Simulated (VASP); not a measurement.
GaN, 2 atoms in the cell. Symmetry: P-6m2, No. 187, hexagonal system. The conventional cell has a = 2.981 Å, b = 2.981 Å, c = 2.683 Å, α = 90.00°, β = 90.00°, γ = 120.00°. Within 3.0 Å of Ga (site symmetry -6m2) lie 6 N at 2.18 Å and 8 Ga at 2.68 to 2.98 Å. Within 3.0 Å of N (site symmetry -6m2) lie 6 Ga at 2.18 Å and 8 N at 2.68 to 2.98 Å. 

| Property | Result |
| --- | --- |
| Program | VASP 6.6.1 |
| Task | single point |
| Functional | PBE |
| Potentials or basis | VASP PAW PBE potentials, release 64 (Ga_d, N) |
| Cutoff | 520 eV |
| k mesh | 10 × 10 × 10 |
| Occupations | gaussian, width 0.03 eV |
| Spin | no spin polarisation |
| Dipole correction | no |
| Further INCAR settings | ALGO = Normal; EDIFF = 1e-07; NBANDS = 16 |

Potentials or basis: VASP PAW PBE potentials, release 64 (Ga_d, N).

Command:

```bash
$ cat potpaw_PBE.64/Ga_d/POTCAR potpaw_PBE.64/N/POTCAR > POTCAR
$ mpirun -np 1 vasp_std > vasp.out
```

Hardware: 1 thread of Intel Xeon 8259CL, on a shared host.

Q: Estimate the wall time of this run.

A: Run time: 53 s on 1 thread of Intel Xeon 8259CL (shared host), peak memory 0.18 GiB. Counts: scf iterations 15, k points 186.
